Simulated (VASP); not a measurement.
A run of VASP 6.6.1:

Contents of INCAR:

```
ALGO = Normal
EDIFF = 1E-6
ENCUT = 520
GGA = PS
GGA_COMPAT = F
ISIF = 2
ISMEAR = 0
LASPH = T
LCHARG = F
LREAL = F
LWAVE = F
NBANDS = 34
NELM = 120
NELMDL = -8
PREC = Accurate
SIGMA = 0.05
```

Contents of KPOINTS:

```
k-points
0
Gamma
  5 4 1
```

Contents of POSCAR:

```
Be
1.0
    4.5800000000      0.0000000000      0.0000000000
    3.4350000000      5.9495950000      0.0000000000
    0.0000000000      0.0000000000     15.5884300000
Be
19
Direct
    0.0000000000      0.0000000000      0.0641501421
    0.5000000000      0.0000000000      0.0641501421
    0.0000000420      0.3333332773      0.0641501421
    0.5000000420      0.3333332773      0.0641501421
    0.0000000840      0.6666665546      0.0641501421
    0.5000000840      0.6666665546      0.0641501421
   -0.1666666387      0.2222221849      0.1792492894
    0.3333333613      0.2222221849      0.1792492894
   -0.1666665966      0.5555554622      0.1792492894
    0.3333334034      0.5555554622      0.1792492894
   -0.1666665546      0.8888887395      0.1792492894
    0.3333334454      0.8888887395      0.1792492894
    0.0000000000      0.0000000000      0.2943484366
    0.5000000000      0.0000000000      0.2943484366
    0.0000000420      0.3333332773      0.2943484366
    0.5000000420      0.3333332773      0.2943484366
    0.0000000840      0.6666665546      0.2943484366
    0.5000000840      0.6666665546      0.2943484366
    0.4868954584     -0.3393293157      0.4207242166
```

Potentials or basis: VASP PAW PBE potentials, release 64 (Be).

Launch:

```console
$ cat potpaw_PBE.64/Be/POTCAR > POTCAR
$ mpirun -np 1 vasp_std > vasp.out
```

Hardware: 1 thread of Intel Xeon 8259CL, with other jobs on the host.

Problem. Estimate the wall time of this run.

Solution. Run time: 5 min on 1 thread of Intel Xeon 8259CL, with other jobs on the host, peak memory 0.56 GiB. Counts: scf iterations 24, k points 11.
